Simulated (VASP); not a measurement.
# Ni (P6_3/mmc) in VASP: notebook, part 2 of 3

VASP 6.6.1. The steps go on from the part before.

### Step 4. Single point, PBEsol+D3(BJ), collinear spin, ferromagnetic start

This run uses another cell than the first one, of 10.12 Å³/atom.

Contents of INCAR:

```
PREC     = Accurate       # precision mode
ENCUT    = 690            # plane-wave cutoff, eV
EDIFF    = 1E-6           # SCF threshold, eV
ISMEAR   = -1             # smearing method
SIGMA    = 0.05           # smearing width, eV
LREAL    = F              # projectors in reciprocal space
LASPH    = T              # aspherical terms in the spheres
NELM     = 200            # most SCF steps
ALGO     = Normal         # electronic algorithm
ISIF     = 2              # what is computed and relaxed
LWAVE    = F              # write WAVECAR
LCHARG   = F              # write CHGCAR
ISPIN    = 2              # spin polarisation
MAGMOM   = 1 1            # initial moments
LORBIT   = 11             # projections on sites
LMAXMIX  = 4              # l up to which the mixer works
GGA      = PS             # functional
IVDW     = 12             # dispersion correction
NBANDS   = 29             # bands
GGA_COMPAT= F
```

Contents of KPOINTS:

```
Automatic mesh
0
Gamma
  12 12 7
```

Contents of POSCAR:

```
Ni
1.0
    2.4257108959      0.0000000000      0.0000000000
   -1.2128554480      2.1007272581      0.0000000000
    0.0000000000      0.0000000000      3.9719622972
Ni
2
Direct
    0.6666666667      0.3333333333      0.7500000000
    0.3333333333      0.6666666667      0.2500000000
```

Potentials or basis: VASP PAW PBE potentials, release 64 (Ni_sv_GW).

Started as:

```sh
cat potpaw_PBE.64/Ni_sv_GW/POTCAR > POTCAR
mpirun -np 1 vasp_std > vasp.out
```

OUTCAR:

```text
PREC = Accurate
   ENCUT = 690
   EDIFF = 1E-6
   ISMEAR = -1
   LREAL = F
   LASPH = T
   NELM = 200
   ISIF = 2
   ISPIN = 2
   LORBIT = 11
   GGA = PS
   IVDW = 12
 IVDW          = 12

 ion  position               nearest neighbor table
   1  0.667  0.333  0.750-   2 2.43   2 2.43   2 2.43   2 2.43   2 2.43   2 2.43
   2  0.333  0.667  0.250-   1 2.43   1 2.43   1 2.43   1 2.43   1 2.43   1 2.43

  LATTYP: Found a hexagonal cell.
 ALAT       =     2.4257108959
 C/A-ratio  =     1.6374425757

  Lattice vectors:

 A1 = (   2.4257108959,   0.0000000000,   0.0000000000)
 A2 = (  -1.2128554480,   2.1007272581,   0.0000000000)
 A3 = (   0.0000000000,   0.0000000000,   3.9719622972)

Analysis of symmetry for initial positions (statically):
=====================================================================
 Subroutine PRICEL returns:
 Original cell was already a primitive cell.

 Routine SETGRP: Setting up the symmetry group for a
 hexagonal supercell.

 Subroutine GETGRP returns: Found 24 space group operations
 (whereof 12 operations were pure point group operations)
 out of a pool of 24 trial point group operations.

The static configuration has the point symmetry D_3d.
 The point group associated with its full space group is D_6h.

Analysis of symmetry for dynamics (positions and initial velocities):
=====================================================================
 Subroutine PRICEL returns:
 Original cell was already a primitive cell.

 Routine SETGRP: Setting up the symmetry group for a
 hexagonal supercell.

 Subroutine GETGRP returns: Found 24 space group operations
 (whereof 12 operations were pure point group operations)
 out of a pool of 24 trial point group operations.

The dynamic configuration has the point symmetry D_3d.
 The point group associated with its full space group is D_6h.

Analysis of structural, dynamic, and magnetic symmetry:
=====================================================================
 Subroutine PRICEL returns:
 Original cell was already a primitive cell.

 Routine SETGRP: Setting up the symmetry group for a
 hexagonal supercell.

 Subroutine GETGRP returns: Found 24 space group operations
 (whereof 12 operations were pure point group operations)
 out of a pool of 24 trial point group operations.

The overall configuration has the point symmetry D_3d.
 The point group associated with its full space group is D_6h.

 Subroutine INISYM returns: Found 24 space group operations
 (whereof 12 operations are pure point group operations),
 and found     1 'primitive' translations

----------------------------------------------------------------------------------------

                                     Primitive cell

  volume of cell :      20.2402

  direct lattice vectors                    reciprocal lattice vectors
     2.425710896  0.000000000  0.000000000     0.412250282  0.238012811  0.000000000
    -1.212855448  2.100727258  0.000000000     0.000000000  0.476025622  0.000000000
     0.000000000  0.000000000  3.971962297     0.000000000  0.000000000  0.251764726

  length of vectors
     2.425710896  2.425710896  3.971962297     0.476025622  0.476025622  0.251764726

  position of ions in fractional coordinates (direct lattice)
     0.666666667  0.333333333  0.750000000
     0.333333333  0.666666667  0.250000000
[... 65 lines left out ...]
   NGX,Y,Z   is equivalent  to a cutoff of  16.45, 16.45, 15.07 a.u.
   NGXF,Y,Z  is equivalent  to a cutoff of  32.90, 32.90, 30.14 a.u.
 SYSTEM =  unknown system
   PREC   = accura    normal or accurate (medium, high low for compatibility)
   ISTART =      0    job   : 0-new  1-cont  2-samecut
   ICHARG =      2    charge: 1-file 2-atom 10-const
   ISPIN  =      2    spin polarized calculation?
   LNONCOLLINEAR =      F non collinear calculations
   LSORBIT =      F    spin-orbit coupling
   LASPH  =      T    aspherical Exc in radial PAW
   ENCUT  =  690.0 eV  50.71 Ry    7.12 a.u.   5.20  5.20  8.51*2*pi/ulx,y,z
   NELM   =    200;   NELMIN=  2; NELMDL= -5     # of ELM steps
   EDIFF  = 0.1E-05   stopping-criterion for ELM
   LREAL  =      F    real-space projection
[... 7 lines left out ...]
   TEBEG  =    0.0;   TEEND  =   0.0 temperature during run
   PSTRESS=    0.0 pullay stress
   NELECT =      36.0000    total number of electrons
   NUPDOWN=      -1.0000    fix difference up-down
   EMIN   =  10.00;   EMAX   =-10.00  energy-range for DOS
   EFERMI =   0.00;   METHOD = LEGACY
   ISMEAR =    -1;   SIGMA  =   0.05  broadening in eV -4-tet -1-fermi 0-gaus
   EFERMI_NEDOS =   21; number of points for ismear=-14 and -15
   IALGO  =     38    algorithm
   IMIX   =      4    mixing-type and parameters
     AMIX     =   0.40;   BMIX     =  1.00
     AMIX_MAG =   1.60;   BMIX_MAG =  1.00
  volume/ion in A,a.u.               =      10.12        68.29
  Fermi-wavevector in a.u.,A,eV,Ry     =   1.983525  3.748319 53.530384  3.934372
  Thomas-Fermi vector in A             =   3.003120
   LORBIT       =     11    0 simple, 1 ext, 2 COOP (PROOUT), +10 PAW based schemes
   GGA     = PS    functional components
   LHFCALC =     F    Hartree Fock is set to
   AEXX    =    0.0000 exact exchange contribution
   IVDW    =    12    specifies the selected vdW correction
   LEPSILON=     F    determine dielectric tensor
   LRPA    =     F    only Hartree local field effects (RPA)
 spin polarized calculation
  energy-cutoff  :      690.00
  volume of cell :       20.24
 maximum number of plane-waves:       850
 NGX is ok and might be reduce to    24
   NGX = 11   NGY = 11   NGZ = 17

 number of electron      35.9999986 magnetization       1.2667543

 Free energy of the ion-electron system (eV)
  ---------------------------------------------------
  ext. energy  EPLUGINS =         0.00000000
  ---------------------------------------------------
  free energy    TOTEN  =       -14.09521016 eV

  energy without entropy =      -14.06121624  energy(sigma->0) =      -14.07821320

 E-fermi :   8.6440     XC(G=0): -14.5536

 val. band max:        8.6407661808   @ k =   0.3333   0.0833   0.1429
 cond. band min:       8.6449625436   @ k =   0.0833   0.0000   0.1429
 fundamental gap:      0.0041963628
 Fermi energy:         8.6440262750

 spin component 1

 k-point     1 :       0.0000    0.0000    0.0000
  band No.  band energies     occupation
      1     -94.8680      1.00000
      2     -94.8217      1.00000
      3     -55.5046      1.00000
      4     -55.2749      1.00000
      5     -55.2749      1.00000
      6     -55.2344      1.00000
[... 757 lines left out ...]
     28      34.0743      0.00000
     29      37.7455      0.00000

 [... further k-points ...]

 spin component 2

 k-point     1 :       0.0000    0.0000    0.0000
  band No.  band energies     occupation
      1     -94.0392      1.00000
      2     -93.9915      1.00000
      3     -54.7100      1.00000
      4     -54.4622      1.00000
      5     -54.4622      1.00000
      6     -54.4204      1.00000
[... 757 lines left out ...]
     28      34.1935      0.00000
     29      37.8328      0.00000

 [... further k-points ...]

------------------------ aborting loop because EDIFF is reached ----------------------------------------

 Edisp (eV)   -0.89737

 E8    (eV) :    -0.5882

  FORCE on cell =-STRESS in cart. coord.  units (eV):
  Direction    XX          YY          ZZ          XY          YZ          ZX
  --------------------------------------------------------------------------------------
  -------------------------------------------------------------------------------------
  Total      -0.29952    -0.29952    -0.30255     0.00000     0.00000     0.00000
  in kB     -23.70928   -23.70928   -23.94937     0.00000     0.00000     0.00000
  external pressure =      -23.79 kB  Pullay stress =        0.00 kB

 VOLUME and BASIS-vectors are now :
 -----------------------------------------------------------------------------
  energy-cutoff  :      690.00
  volume of cell :       20.24
      direct lattice vectors                 reciprocal lattice vectors
     2.425710896  0.000000000  0.000000000     0.412250282  0.238012811  0.000000000
    -1.212855448  2.100727258  0.000000000     0.000000000  0.476025622  0.000000000
     0.000000000  0.000000000  3.971962297     0.000000000  0.000000000  0.251764726

 POSITION                                       TOTAL-FORCE (eV/Angst)
 -----------------------------------------------------------------------------------
      1.21286      0.70024      2.97897        -0.000000      0.000000      0.000000
     -0.00000      1.40048      0.99299         0.000000     -0.000000      0.000000
 -----------------------------------------------------------------------------------
    total drift:                                0.000000     -0.000000      0.000000

  FREE ENERGIE OF THE ION-ELECTRON SYSTEM (eV)
  ---------------------------------------------------
  free  energy   TOTEN  =       -14.9925771366 eV

  energy  without entropy=      -14.9585832194  energy(sigma->0) =      -14.97558018

 total charge

# of ion       s       p       d       f       tot
--------------------------------------------------
    1        2.255   6.340   7.812   0.007  16.414
    2        2.255   6.340   7.812   0.007  16.414
--------------------------------------------------
tot          4.510  12.681  15.625   0.013  32.828

 magnetization (x)

# of ion       s       p       d       f       tot
--------------------------------------------------
    1       -0.000  -0.015   0.683  -0.000   0.667
    2       -0.000  -0.015   0.683  -0.000   0.667
--------------------------------------------------
tot         -0.001  -0.030   1.366  -0.000   1.334
```

It took 2.3 min on 1 thread of Intel Xeon Platinum 8375C at 2.90GHz (Ice Lake), shared host; peak memory 0.26 GiB.

What came out:

- Free energy: -14.9926 eV
- Pressure: -2.4 GPa
- Net moment: 1.27 μB per cell
- Site moments: Ni +0.67 μB
- Valence electrons inside the program's atomic spheres: Ni 16.41
- Dispersion energy per atom: -0.449 eV

Caveat: the PAW data sets were made with another functional, which shifts forces and pressure a little.

### Step 5. Single point, BLYP+D4, collinear spin, ferromagnetic start

This run uses another cell than the first one, of 10.75 Å³/atom.

Contents of INCAR:

```
  PREC = Accurate
  ENCUT = 690
  EDIFF = 1E-6
  ISMEAR = -1
  SIGMA = 0.05
  LREAL = F
  LASPH = T
  NELM = 200
  ALGO = Normal
  ISIF = 2
  LWAVE = F
  LCHARG = T
  ISPIN = 2
  MAGMOM = 1 1
  LORBIT = 11
  LMAXMIX = 4
  GGA = B5
  ALDAX = 1.0
  AGGAX = 1.0
  AGGAC = 1.0
  ALDAC = 0.0
  IVDW = 13
  VDW_S6 = 1.0
  VDW_S8 = 2.34076671
  VDW_A1 = 0.44488865
  VDW_A2 = 4.0933009
  LELF = T
  LVHAR = T
  NBANDS = 29
  GGA_COMPAT = F
```

Contents of KPOINTS:

```
regular mesh
0
Gamma
  12 12 7
```

Contents of POSCAR:

```
Ni
1.0
    2.4726041767      0.0000000000      0.0000000000
   -1.2363020884      2.1413380306      0.0000000000
    0.0000000000      0.0000000000      4.0595151215
Ni
2
Direct
    0.6666666667      0.3333333333      0.7500000000
    0.3333333333      0.6666666667      0.2500000000
```

Started as:

```sh
cat potpaw_PBE.64/Ni_sv_GW/POTCAR > POTCAR
mpirun -np 1 vasp_std > vasp.out
```

Wall time 2.7 min (1 thread of Intel Xeon Platinum 8259CL at 2.50GHz (Skylake/Cascade Lake), shared host); peak memory 0.25 GiB.

Results (log left out):

| Quantity | Value |
| --- | --- |
| Free energy | -12.8769 eV |
| Pressure | -0.8 GPa |
| Net moment | 1.25 μB per cell |
| Site moments | Ni +0.66 μB |
| Valence electrons inside the program's atomic spheres | Ni 16.40 |
| Dispersion energy per atom | -0.894 eV |

Levels at points of the mesh, in eV from the Fermi level:
Spin up:
| k point | band 16 | band 17 | band 18 | band 19 | band 20 | band 21 | band 22 | band 23 |
| --- | --- | --- | --- | --- | --- | --- | --- | --- |
| (0.00, 0.00, 0.00) | -1.68 | -1.68 | -0.71 | -0.71 | -0.22 | 5.67 | 22.94 | 24.53 |
| (0.50, 0.00, 0.00) | -0.61 | -0.53 | -0.48 | 1.26 | 3.12 | 9.46 | 9.91 | 12.72 |
Spin down:
```tsv
k point	band 15	band 16	band 17	band 18	band 19	band 20	band 21	band 22
(0.00, 0.00, 0.00)	-1.43	-1.04	-1.04	-0.24	-0.03	-0.03	6.09	22.85
(0.50, 0.00, 0.00)	-1.41	0.15	0.17	0.28	1.73	3.51	9.60	10.03
```

Caveat: the PAW data sets were made with another functional, which shifts forces and pressure a little.

(Continued in part 3 of 3.)
